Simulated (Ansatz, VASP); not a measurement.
# Two plane-wave programs on Pt

File POSCAR:

```
Pt
1.0
   -1.6238255000      1.6238255000      1.5842200000
    1.6238255000     -1.6238255000      1.5842200000
    1.5446145000      1.5446145000     -1.5842200000
Pt
1
Direct
    0.0000000000      0.0000000000      0.0000000000
```

The input INCAR.step1:

```
SYSTEM = Pt
PREC = Accurate
ENCUT = 520
ISMEAR = 0
SIGMA = 0.15
LREAL = .False.
LASPH = .True.
NELM = 60
NBANDS = 11
GGA = PE
ALGO = Normal
EDIFF = 1E-4
LWAVE = .True.
LCHARG = .False.
```

Contents of INCAR.step2:

```
SYSTEM = Pt
PREC = Accurate
ENCUT = 520
EDIFF = 1E-7
ISMEAR = 0
SIGMA = 0.15
LREAL = .False.
LASPH = .True.
NELM = 60
ALGO = Normal
ISIF = 2
LWAVE = .False.
LCHARG = .True.
METAGGA = R2SCAN
LMIXTAU = .True.
LELF = .True.
LVHAR = .True.
NBANDS = 11
ISTART = 1
```

The input KPOINTS:

```
Automatic mesh
0
Gamma
  22 22 22
  0 0 0
```

Input for Ansatz:

```yaml
crystal:
  lattice:
    - [-1.6238255, 1.6238255, 1.58422]
    - [1.6238255, -1.6238255, 1.58422]
    - [1.5446145, 1.5446145, -1.58422]
  atoms:
    - { symbol: Pt, position: [0.0, 0.0, 0.0] }
basis:
  ecutwfc: 500
kpoints:
  mp_grid: { grid: [22, 22, 22] }
hamiltonian:
  xc: r2scan
scf:
  occupations: { method: gaussian, width: 0.15 }
output:
  forces: true
  stress: true
  eigenvalues: true
```

Change from the starting cell: strain -0.0500 x Voigt [0, 0, 0, 0, 0, 1], atoms carried along.

Alike in both runs: task single point; functional r2SCAN; k mesh 22 × 22 × 22; occupations gaussian, width 0.15 eV; no spin polarisation.

|  | VASP | Ansatz |
| --- | --- | --- |
| version | VASP 6.6.1 | Ansatz 0.2.0 |
| potentials or method | VASP PAW PBE potentials, release 64 (Pt), cutoff 520 eV | scalar-relativistic, plane waves, PAW |
| valence electrons in the cell | 10 | 18 |

|  | VASP | Ansatz | Ansatz less VASP |
| --- | --- | --- | --- |
| gap on the k mesh at the Fermi level (eV) | none | none | - |
| pressure (GPa) | -5.1 | -5.6 | -0.53 |
| traceless stress, the component that is largest in VASP (GPa) | 7.08 | 6.99 | -0.091 |

VASP's potentials were made for PBE, not for r2SCAN. A gap of «none» marks a metal or a gap that the smearing closes. VASP's potentials hold 10 valence electrons a cell and Ansatz's 18, so a difference there can come from the potentials and not from the codes.

Spin-orbit coupling is off throughout.
